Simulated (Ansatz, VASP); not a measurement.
**One calculation of Cd, two programs**

```
Cd
1.0
     0.00000    3.48035    3.48035
     3.48035    0.00000    3.48035
     3.48035    3.48035    0.00000
Cd
2
Cartesian
  0.8701 0.8701 0.8701
  6.0906 6.0906 6.0906
```

Alike in both runs: task single point; functional revPBE; k mesh 9 × 9 × 9; occupations fermi-dirac, width 0.1 eV; no spin polarisation.

|  | VASP | Ansatz |
| --- | --- | --- |
| version | VASP 6.6.1 | Ansatz 0.2.0 |
| potentials or method | VASP PAW PBE potentials, release 64 (Cd), cutoff 520 eV | plane waves (420 eV) with PAW, scalar-relativistic |
| valence electrons in the cell | 24 | 40 |

VASP gave:

| Property | Result |
| --- | --- |
| pressure (GPa) | -0.2 |

Task: Estimate Ansatz's values.

Result: Pressure (GPa): -0.3.

VASP's potentials were made for PBE, not for revPBE. VASP's potentials hold 24 valence electrons a cell and Ansatz's 40, so a difference there can come from the potentials and not from the codes.
